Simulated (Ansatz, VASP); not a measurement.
**One calculation of Si, two programs**

```
Si
1.0
     3.60206    0.00000    0.00000
     0.00000    5.98672    0.00000
     0.00000    0.00000   10.16666
Si
12
Direct
  0.88428 0.31800 0.20123
  0.38428 0.18200 0.29877
  0.61572 0.81800 0.29877
  0.11572 0.68200 0.20123
  0.11572 0.68200 0.79877
  0.61572 0.81800 0.70123
  0.38428 0.18200 0.70123
  0.88428 0.31800 0.79877
  0.74743 0.88097 0.50000
  0.24743 0.61903 0.00000
  0.75257 0.38097 0.00000
  0.25257 0.11903 0.50000
```

Alike in both runs: task single point; functional PBE; k mesh 6 × 4 × 2; occupations gaussian, width 0.1 eV; no spin polarisation.

|  | VASP | Ansatz |
| --- | --- | --- |
| version | VASP 6.6.1 | Ansatz 0.2.0 |
| potentials or method | VASP PAW PBE potentials, release 64 (Si), cutoff 520 eV | scalar-relativistic, plane waves, PAW |
| valence electrons in the cell | 48 | 48 |

Ansatz gave:

| Item | Value |
| --- | --- |
| gap on the k mesh at the Fermi level (eV) | 0.05 |
| least direct gap on the mesh (eV) | 0.29 |
| pressure (GPa) | 25.0 |
| traceless stress, the component that is largest in VASP (GPa) | 13.85 |
| rms of the force components (eV/Å) | 0.890 |

Q: Estimate VASP's values.

A: gap on the k mesh at the Fermi level (eV): 0.05; least direct gap on the mesh (eV): 0.29; pressure (GPa): 24.9; traceless stress, the component that is largest in VASP (GPa): 13.77; rms of the force components (eV/Å): 0.887.

Atom by atom the forces differ by 0.003 eV/Å (rms over components). The functional is the same, so the differences come from potentials, cutoffs and numerics.
